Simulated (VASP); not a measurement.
Input of a VASP 6.6.1 run:

Contents of INCAR:

```
ALGO = Normal
EDIFF = 1E-7
ENCUT = 520
GGA = PS
ISIF = 2
ISMEAR = 0
LASPH = True
LCHARG = True
LELF = True
LREAL = False
LVHAR = True
LWAVE = False
NBANDS = 28
NELM = 80
PREC = Accurate
SIGMA = 0.05
```

File KPOINTS:

```
k-points
0
Gamma
  8 8 6
```

File POSCAR:

```
PbO
1.0
    3.9744000000      0.0000000000      0.0000000000
    0.0000000000      3.9744000000      0.0000000000
    0.0000000000      0.0000000000      5.1726600000
Pb O
2 2
Direct
    0.0000000000      0.5000000000      0.2351000000
    0.5000000000      0.0000000000      0.7649000000
    0.0000000000      0.0000000000      0.0000000000
    0.5000000000      0.5000000000      0.0000000000
```

Potentials or basis: VASP PAW PBE potentials, release 64 (Pb_d, O).

Launch:

```sh
$ cat potpaw_PBE.64/Pb_d/POTCAR potpaw_PBE.64/O/POTCAR > POTCAR
$ mpirun -np 1 vasp_std > vasp.out
```

Question: Estimate the band gap on the k mesh.

Answer: 1.16 eV, indirect (least direct gap 2.10 eV).

Question: What does it give for the pressure?

Answer: -1.2 GPa.

Question: Estimate the largest force.

Answer: 0.364 eV/Å.

Forces in eV/Å, atoms in the order of the input:
```
Pb   0.000  0.000 -0.364
Pb   0.000  0.000  0.364
O    0.000  0.000  0.000
O    0.000  0.000  0.000
```

Caveat: the cell differs from its parent crystal (strain +0.000 along x and y, +0.030 along z); the PAW data sets were made with another functional, which shifts forces and pressure a little; spin-orbit coupling is left out, which moves the levels of the heavy elements. A k mesh can miss the band edges.
